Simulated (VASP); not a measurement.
K2ZnSnF6 (a cell with a defect), 10 atoms in the cell. The cell holds a defect, 10 atoms: a = 8.105 Å, b = 4.052 Å, c = 4.052 Å, α = 90.00°, β = 90.00°, γ = 90.00°. 

| Item | Value |
| --- | --- |
| Program | VASP 6.6.1 |
| Task | single point |
| Functional | PBEsol |
| Dispersion | D3(BJ) |
| Potentials or basis | VASP PAW PBE potentials, release 64 (K_sv, Sn_d, Zn, F) |
| Cutoff | 520 eV |
| k mesh | 2 × 2 × 2, shifted |
| Occupations | fermi-dirac, width 0.05 eV |
| Spin | no spin polarisation |
| Dipole correction | no |
| Further INCAR settings | ALGO = Normal; EDIFF = 1e-06; NBANDS = 54 |

Potentials or basis: VASP PAW PBE potentials, release 64 (K_sv, Sn_d, Zn, F).

Run with:

```console
$ cat potpaw_PBE.64/K_sv/POTCAR potpaw_PBE.64/Sn_d/POTCAR potpaw_PBE.64/Zn/POTCAR potpaw_PBE.64/F/POTCAR > POTCAR
$ mpirun -np 1 vasp_std > vasp.out
```

Hardware: 1 thread of Intel Xeon 8259CL (shared host).

**Question.** Estimate the wall time of this run.

**Answer.** It took 61 s on 1 thread of Intel Xeon 8259CL, on a shared host, peak memory 0.25 GiB. Counts: scf iterations 16, k points 4.
